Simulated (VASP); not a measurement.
# LiBe (P2_1/m) in VASP: single point with PBE

Aim: the single point of LiBe with PBE.

Program: VASP 6.6.1. These are calculated values, not measurements. Logs are shortened: lines on timing, memory, paths and dates and some standing lists are left out, and cuts for length are marked.

## (1) The cell of the first run

The typed cell holds 4 atoms: a = 2.354 Å, b = 3.311 Å, c = 6.342 Å, α = 90.00°, β = 90.07°, γ = 90.00°.

## (2) Single point, PBE

The input, INCAR:

```
SYSTEM = LiBe
PREC = Accurate
ENCUT = 520
EDIFF = 1E-7
ISMEAR = 0
SIGMA = 0.1
LREAL = .FALSE.
LASPH = .TRUE.
NELM = 60
ALGO = Normal
ISIF = 2
LWAVE = .FALSE.
LCHARG = .TRUE.
GGA = PE
LELF = .TRUE.
LVHAR = .TRUE.
NBANDS = 13
```

The input, KPOINTS:

```
Automatic mesh
0
G
  10 6 4
  0 0 0
```

The input, POSCAR:

```
LiBe
1.0
    2.3523992827      0.0000000000      0.0793361328
    0.0000000000      3.3108771803      0.0000000000
   -0.2210975819      0.0000000000      6.3378864189
Li Be
2 2
Direct
    0.7493323559      0.2500000000      0.1770584761
    0.2506676441      0.7500000000      0.8229415239
    0.7501594517      0.2500000000      0.5596550598
    0.2498405483      0.7500000000      0.4403449402
```

Potentials or basis: VASP PAW PBE potentials, release 64 (Li_sv, Be).

Command:

```console
> cat potpaw_PBE.64/Li_sv/POTCAR potpaw_PBE.64/Be/POTCAR > POTCAR
> mpirun -np 1 vasp_std > vasp.out
```

OUTCAR:

```text
SYSTEM = LiBe
   PREC = Accurate
   ENCUT = 520
   EDIFF = 1E-7
   ISMEAR = 0
   LREAL = .FALSE.
   LASPH = .TRUE.
   NELM = 60
   ISIF = 2
   GGA = PE

 ion  position               nearest neighbor table
   1  0.749  0.250  0.177-   3 2.43
   2  0.251  0.750  0.823-   4 2.43
   3  0.750  0.250  0.560-   4 2.17   4 2.17   4 2.17   4 2.17   1 2.43
   4  0.250  0.750  0.440-   3 2.17   3 2.17   3 2.17   3 2.17   2 2.43

  LATTYP: Found a simple monoclinic cell.
 ALAT       =     2.3537367328
 B/A-ratio  =     1.4066471981
 C/A-ratio  =     2.6943292594
 COS(beta)  =    -0.0011580785

  Lattice vectors:

 A1 = (   2.3523992827,   0.0000000000,   0.0793361328)
 A2 = (   0.0000000000,   3.3108771803,   0.0000000000)
 A3 = (  -0.2210975819,   0.0000000000,   6.3378864189)

Analysis of symmetry for initial positions (statically):
=====================================================================
 Subroutine PRICEL returns:
 Original cell was already a primitive cell.

 Routine SETGRP: Setting up the symmetry group for a
 simple monoclinic supercell.

 Subroutine GETGRP returns: Found  4 space group operations
 (whereof  2 operations were pure point group operations)
 out of a pool of  4 trial point group operations.

The static configuration has the point symmetry S_2 .
 The point group associated with its full space group is C_2h.

Analysis of symmetry for dynamics (positions and initial velocities):
=====================================================================
 Subroutine PRICEL returns:
 Original cell was already a primitive cell.

 Routine SETGRP: Setting up the symmetry group for a
 simple monoclinic supercell.

 Subroutine GETGRP returns: Found  4 space group operations
 (whereof  2 operations were pure point group operations)
 out of a pool of  4 trial point group operations.

The dynamic configuration has the point symmetry S_2 .
 The point group associated with its full space group is C_2h.

 Subroutine INISYM returns: Found  4 space group operations
 (whereof  2 operations are pure point group operations),
 and found     1 'primitive' translations

----------------------------------------------------------------------------------------

                                     Primitive cell

  volume of cell :      49.4207

  direct lattice vectors                    reciprocal lattice vectors
     2.352399283  0.000000000  0.079336133     0.424598353  0.000000000  0.014812141
     0.000000000  3.310877180  0.000000000     0.000000000  0.302034762  0.000000000
    -0.221097582  0.000000000  6.337886419    -0.005315020  0.000000000  0.157595892

  length of vectors
     2.353736733  3.310877180  6.341741748     0.424856636  0.302034762  0.157685492

  position of ions in fractional coordinates (direct lattice)
     0.749332356  0.250000000  0.177058476
     0.250667644  0.750000000  0.822941524
     0.750159452  0.250000000  0.559655060
     0.249840548  0.750000000  0.440344940

  ion indices of the primitive-cell ions
   primitive index   ion index
                 1           1
                 2           2
                 3           3
                 4           4

----------------------------------------------------------------------------------------

 KPOINTS: Automatic mesh

Automatic generation of k-mesh.
 Grid dimensions read from file:
 generate k-points for:   10    6    4

 Generating k-lattice:

  Cartesian coordinates                     Fractional coordinates (reciprocal lattice)
     0.042459835  0.000000000  0.001481214     0.100000000  0.000000000  0.000000000
     0.000000000  0.050339127  0.000000000     0.000000000  0.166666667  0.000000000
    -0.001328755  0.000000000  0.039398973     0.000000000  0.000000000  0.250000000

  Length of vectors
     0.042485664  0.050339127  0.039421373

  Shift w.r.t. Gamma in fractional coordinates (k-lattice)
     0.000000000  0.000000000  0.000000000

 Subroutine IBZKPT returns following result:
 ===========================================

 Found     88 irreducible k-points:

 Following reciprocal coordinates:
            Coordinates               Weight
  0.000000  0.000000  0.000000      1.000000
  0.100000  0.000000  0.000000      2.000000
  0.200000  0.000000  0.000000      2.000000
  0.300000  0.000000  0.000000      2.000000
  0.400000  0.000000  0.000000      2.000000
  0.500000  0.000000 -0.000000      1.000000
[... 16 lines left out ...]
  0.400000  0.500000  0.000000      2.000000
  0.500000  0.500000 -0.000000      1.000000
 [... further k-points ...]
   k-points           NKPTS =     88   k-points in BZ     NKDIM =     88   number of bands    NBANDS=     13
   number of dos      NEDOS =    301   number of ions     NIONS =      4
   total plane-waves  NPLWV =  24192
   dimension x,y,z NGX =    18 NGY =   28 NGZ =   48
   dimension x,y,z NGXF=    36 NGYF=   56 NGZF=   96
   ions per type =               2   2
   NGX,Y,Z   is equivalent  to a cutoff of  12.71, 14.06, 12.58 a.u.
   NGXF,Y,Z  is equivalent  to a cutoff of  25.43, 28.12, 25.17 a.u.
 SYSTEM =  LiBe
   PREC   = accura    normal or accurate (medium, high low for compatibility)
   ISTART =      0    job   : 0-new  1-cont  2-samecut
   ICHARG =      2    charge: 1-file 2-atom 10-const
   ISPIN  =      1    spin polarized calculation?
   LNONCOLLINEAR =      F non collinear calculations
   LSORBIT =      F    spin-orbit coupling
   LASPH  =      T    aspherical Exc in radial PAW
   ENCUT  =  520.0 eV  38.22 Ry    6.18 a.u.   4.38  6.16 11.79*2*pi/ulx,y,z
   NELM   =     60;   NELMIN=  2; NELMDL= -5     # of ELM steps
   EDIFF  = 0.1E-06   stopping-criterion for ELM
   LREAL  =      F    real-space projection
   EDIFFG = 0.1E-05   stopping-criterion for IOM
   NSW    =      0    number of steps for IOM
   IBRION =     -1    ionic relax: 0-MD 1-quasi-New 2-CG
   NFREE  =      0    steps in history (QN), initial steepest desc. (CG)
   ISIF   =      2    stress and relaxation
   ISYM   =      2    0-nonsym 1-usesym 2-fastsym
   POTIM  = 0.5000    time-step for ionic-motion
   TEBEG  =    0.0;   TEEND  =   0.0 temperature during run
   PSTRESS=    0.0 pullay stress
   NELECT =      10.0000    total number of electrons
   NUPDOWN=      -1.0000    fix difference up-down
   EMIN   =  10.00;   EMAX   =-10.00  energy-range for DOS
   EFERMI =   0.00;   METHOD = LEGACY
   ISMEAR =     0;   SIGMA  =   0.10  broadening in eV -4-tet -1-fermi 0-gaus
   EFERMI_NEDOS =   21; number of points for ismear=-14 and -15
   IALGO  =     38    algorithm
   IMIX   =      4    mixing-type and parameters
     AMIX     =   0.40;   BMIX     =  1.00
     AMIX_MAG =   1.60;   BMIX_MAG =  1.00
  volume/ion in A,a.u.               =      12.36        83.38
  Fermi-wavevector in a.u.,A,eV,Ry     =   0.961107  1.816229 12.568065  0.923727
  Thomas-Fermi vector in A             =   2.090450
   LORBIT       =      0    0 simple, 1 ext, 2 COOP (PROOUT), +10 PAW based schemes
   GGA     = PE    functional components
   LHFCALC =     F    Hartree Fock is set to
   AEXX    =    0.0000 exact exchange contribution
   IVDW    =     0    specifies the selected vdW correction
   LEPSILON=     F    determine dielectric tensor
   LRPA    =     F    only Hartree local field effects (RPA)
 non-spin polarized calculation
 Gauss-broadening in eV      SIGMA  =   0.10
  energy-cutoff  :      520.00
  volume of cell :       49.42
 maximum number of plane-waves:      1352
 NGX is ok and might be reduce to    18
   NGX =  9   NGY = 13   NGZ = 23

 number of electron      10.0000000 magnetization

 number of electron       9.9999988 magnetization

 Free energy of the ion-electron system (eV)
  ---------------------------------------------------
  ext. energy  EPLUGINS =         0.00000000
  ---------------------------------------------------
  free energy    TOTEN  =       -10.74591059 eV

  energy without entropy =      -10.74155644  energy(sigma->0) =      -10.74373351

 E-fermi :   2.7346     XC(G=0):  -8.6181

 val. band max:        2.7310425958   @ k =   0.2000   0.3333   0.2500
 cond. band min:       2.7889528245   @ k =   0.0000   0.1667   0.5000
 fundamental gap:      0.0579102287
 Fermi energy:         2.7346033282

 k-point     1 :       0.0000    0.0000    0.0000
  band No.  band energies     occupation
      1     -43.4932      2.00000
      2     -43.4789      2.00000
      3      -4.9921      2.00000
      4      -0.7348      2.00000
      5       0.3070      2.00000
      6       3.1835      0.00000
      7       7.5556      0.00000
      8       8.5514      0.00000
      9       9.9809      0.00000
     10      10.2087      0.00000
     11      11.3310      0.00000
     12      13.5967      0.00000
     13      13.7565      0.00000

 k-point     2 :       0.1000    0.0000    0.0000
  band No.  band energies     occupation
      1     -43.4846      2.00000
      2     -43.4710      2.00000
      3      -4.7958      2.00000
      4      -0.5185      2.00000
      5       0.5147      2.00000
      6       3.4441      0.00000
      7       7.7845      0.00000
      8       8.6333      0.00000
      9      10.2342      0.00000
     10      10.2360      0.00000
     11      10.4695      0.00000
     12      13.4689      0.00000
     13      13.6680      0.00000
[... 321 lines left out ...]
 k-point    23 :       0.4000    0.5000    0.0000
  band No.  band energies     occupation
      1     -43.4055      2.00000
      2     -43.4055      2.00000
      3       0.2142      2.00000
      4       0.2142      2.00000
      5       5.1426      0.00000
      6       5.1426      0.00000
      7       6.1811      0.00000
      8       6.1811      0.00000
      9       6.6614      0.00000
     10       6.6614      0.00000
     11      10.2906      0.00000
     12      10.2906      0.00000
     13      12.3891      0.00000

 k-point    24 :       0.5000    0.5000   -0.0000
  band No.  band energies     occupation
      1     -43.3973      2.00000
      2     -43.3973      2.00000
      3       0.8065      2.00000
      4       0.8065      2.00000
      5       5.6135      0.00000
      6       5.6135      0.00000
      7       6.3591      0.00000
      8       6.3591      0.00000
      9       7.1211      0.00000
     10       7.1211      0.00000
     11       8.0799      0.00000
     12       8.0799      0.00000
     13      12.1646      0.00000

 [... further k-points ...]

------------------------ aborting loop because EDIFF is reached ----------------------------------------

  FORCE on cell =-STRESS in cart. coord.  units (eV):
  Direction    XX          YY          ZZ          XY          YZ          ZX
  --------------------------------------------------------------------------------------
  -------------------------------------------------------------------------------------
  Total       -0.0023664     -0.0096421     -0.0102234      0.0000000      0.0000000      0.0020769
  in kB       -0.0767175     -0.3125874     -0.3314341      0.0000000      0.0000000      0.0673322
  external PRESSURE =      -0.2402463 kB  Pullay stress =       0.0000000 kB

 VOLUME and BASIS-vectors are now :
 -----------------------------------------------------------------------------
  energy-cutoff  :      520.00
  volume of cell :       49.42
      direct lattice vectors                 reciprocal lattice vectors
     2.352399283  0.000000000  0.079336133     0.424598353  0.000000000  0.014812141
     0.000000000  3.310877180  0.000000000     0.000000000  0.302034762  0.000000000
    -0.221097582  0.000000000  6.337886419    -0.005315020  0.000000000  0.157595892

 POSITION                                       TOTAL-FORCE (eV/Angst)
 -----------------------------------------------------------------------------------
      1.72358      0.82772      1.18163         0.000054      0.000000      0.002087
      0.40772      2.48316      5.23560        -0.000054      0.000000     -0.002087
      1.64094      0.82772      3.60654        -0.000216      0.000000      0.007220
      0.49037      2.48316      2.81068         0.000216     -0.000000     -0.007220
 -----------------------------------------------------------------------------------
    total drift:                                0.000000      0.000000     -0.000000

  FREE ENERGIE OF THE ION-ELECTRON SYSTEM (eV)
  ---------------------------------------------------
  free  energy   TOTEN  =       -10.7459105889 eV

  energy  without entropy=      -10.7415564376  energy(sigma->0) =      -10.74373351
```

Run time: 35 s. Hardware: 1 thread of AMD EPYC 7R13 (Zen 3), shared host; peak memory 0.16 GiB.

What came out:

- Free energy: -10.7459 eV
- Largest force: 0.007 eV/Å
- Band gap on the k mesh: zero (band 5 reaches 5.61 eV, above the bottom of band 6 at 0.82 eV)

Forces in eV/Å, atoms in the order of the input:
```
Li   0.000  0.000  0.002
Li   0.000  0.000 -0.002
Be   0.000  0.000  0.007
Be   0.000  0.000 -0.007
```

Caveat: the cutoff is under 1.25 times the usual one of these potentials, so pressure, stress and relaxed cells hold a basis-set (Pulay) error.
